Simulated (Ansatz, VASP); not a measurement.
**One calculation of Si, two programs**

```xyz
1
Lattice="-1.6269 1.6269 1.3203 1.6269 -1.6269 1.3203 1.6269 1.6269 -1.3203" Properties=species:S:1:pos:R:3 pbc="T T T"
Si    0.0000    0.0000    0.0000
```

Alike in both runs: task single point; functional LDA; k mesh 13 × 13 × 13; occupations fermi-dirac, width 0.15 eV; no spin polarisation.

```csv
,VASP,Ansatz
version,VASP 6.6.1,Ansatz 0.2.0
potentials or method,"VASP PAW LDA potentials, release 64 (Si)","plane waves, PAW"
plane-wave cutoff (eV),500,420
valence electrons in the cell,4,4
```

```csv
,VASP,Ansatz,Ansatz less VASP
gap on the k mesh at the Fermi level (eV),none,none,-
pressure (GPa),0.0,-0.1,-0.07
"traceless stress, the component that is largest in VASP (GPa)",-1.35,-1.33,+0.022
```

LDA's correlation is that of Perdew and Zunger in VASP and of Perdew and Wang (1992) in Ansatz. A gap of «none» marks a metal or a gap that the smearing closes.
